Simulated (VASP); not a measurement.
Write the native input for VASP 6.6.1 that does the following.

```
Task                   : single point
Functional             : PBE
Potentials or basis    : VASP PAW PBE potentials, release 64 (Ti_sv)
Cutoff                 : 520 eV
k mesh                 : 6 × 6 × 6
Occupations            : gaussian, width 0.1 eV
Spin                   : no spin polarisation
Dipole correction      : no
Further INCAR settings : ALGO = Fast; EDIFF = 1e-06; NBANDS = 19
```

The structure of Ti lies in POSCAR:

```
Ti
1.0
    0.0000000000      2.0147580913      4.9090552324
    1.8888690802      0.0000000000      4.9090552324
    1.8888690802      2.0147580913      0.0000000000
Ti
2
Direct
    0.8497263636      0.8497263636      0.1502736364
    0.1502736364      0.1502736364      0.8497263636
```

These files were run (other wordings do the same):

INCAR

```
SYSTEM = Ti
PREC     = Accurate       ! precision mode
ENCUT    = 520            ! plane-wave cutoff, eV
EDIFF    = 1E-6           ! SCF threshold, eV
ISMEAR   = 0              ! smearing method
SIGMA    = 0.1            ! smearing width, eV
LREAL    = .False.        ! projectors in reciprocal space
LASPH    = .True.         ! aspherical terms in the spheres
NELM     = 100            ! most SCF steps
ALGO     = Fast           ! electronic algorithm
ISIF     = 2              ! what is computed and relaxed
LWAVE    = .False.        ! write WAVECAR
LCHARG   = .False.        ! write CHGCAR
GGA      = PE             ! functional
NBANDS   = 19             ! bands
```

KPOINTS

```
Automatic mesh
0
Gamma
  6 6 6
  0 0 0
```

Potentials or basis: VASP PAW PBE potentials, release 64 (Ti_sv).

Command:

```bash
$ cat potpaw_PBE.64/Ti_sv/POTCAR > POTCAR
$ mpirun -np 1 vasp_std > vasp.out
```

Results of the run:

* Pressure: -0.5 GPa
* Largest force: 0.028 eV/Å
* Band gap on the k mesh: zero (bands 12 and 13 overlap by 0.47 eV)

Caveat: the k points lie up to 0.39 Å⁻¹ apart.

Run time: 110 s on 1 thread of AMD EPYC 9R45 96-Core Processor (Zen 5), with other jobs on the host, peak memory 0.17 GiB.
